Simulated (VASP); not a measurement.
A run of VASP 6.6.1 is set up as follows.

INCAR

```
  PREC = Accurate
  ENCUT = 520
  EDIFF = 1E-7
  ISMEAR = -1
  SIGMA = 0.03
  LREAL = F
  LASPH = T
  NELM = 100
  ALGO = Normal
  ISIF = 2
  LWAVE = F
  LCHARG = F
  GGA = PS
  NBANDS = 45
```

File KPOINTS:

```
Automatic mesh
0
Gamma
  6 6 6
```

POSCAR

```
SbRh3N4
1.0
    5.1434285821      0.0000000000      0.0000000000
    0.0000000000      5.1434285821      0.0000000000
    0.0000000000      0.0000000000      5.1434285821
Sb Rh N
1 3 4
Direct
    0.0000000000      0.0000000000      0.0000000000
    0.0000000000      0.5000000000      0.0000000000
    0.0000000000      0.0000000000      0.5000000000
    0.5000000000      0.0000000000      0.0000000000
    0.7691222541      0.2308777459      0.7691222541
    0.2308777459      0.7691222541      0.7691222541
    0.7691222541      0.7691222541      0.2308777459
    0.2308777459      0.2308777459      0.2308777459
```

Potentials or basis: VASP PAW PBE potentials, release 64 (Sb, Rh_pv, N).

Command:

```bash
$ cat potpaw_PBE.64/Sb/POTCAR potpaw_PBE.64/Rh_pv/POTCAR potpaw_PBE.64/N/POTCAR > POTCAR
$ mpirun -np 1 vasp_std > vasp.out
```

What does it give for the pressure?

0.3 GPa.

What does it give for the largest force?

0.136 eV/Å.

Forces in eV/Å, atoms in the order of the input:
```
Sb   0.000  0.000  0.000
Rh   0.000  0.000  0.000
Rh   0.000  0.000  0.000
Rh   0.000  0.000  0.000
N   -0.079  0.079 -0.079
N    0.079 -0.079 -0.079
N   -0.079 -0.079  0.079
N    0.079  0.079  0.079
```

Caveat: the PAW data sets were made with another functional, which shifts forces and pressure a little.
